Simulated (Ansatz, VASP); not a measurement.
# Two plane-wave programs on ZnSe

```
CELL_PARAMETERS angstrom
2.83293 2.83293 0.00000
-2.83293 2.83293 0.00000
0.00000 2.83293 2.83293
ATOMIC_POSITIONS crystal
Zn 0.00000 0.00000 0.00000
Se 0.75000 0.25000 0.50000
```

Alike in both runs: task single point; functional r2SCAN; k mesh 8 × 8 × 8; no spin polarisation.

|  | VASP | Ansatz |
| --- | --- | --- |
| version | VASP 6.6.1 | Ansatz 0.2.0 |
| potentials or method | VASP PAW PBE potentials, release 64 (Zn, Se) | PAW with Ansatz's default frozen-core files, scalar-relativistic |
| plane-wave cutoff (eV) | 520 | 500 |
| occupations | gaussian, width 0.01 eV | fixed |
| valence electrons in the cell | 18 | 28 |

VASP gave:

* gap on the k mesh at the Fermi level (eV): 1.87
* pressure (GPa): 0.1

Problem. What did Ansatz give for the same quantities?

Solution. gap on the k mesh at the Fermi level (eV): 1.87; pressure (GPa): 0.0.

VASP's potentials were made for PBE, not for r2SCAN. VASP's potentials hold 18 valence electrons a cell and Ansatz's 28, so a difference there can come from the potentials and not from the codes.
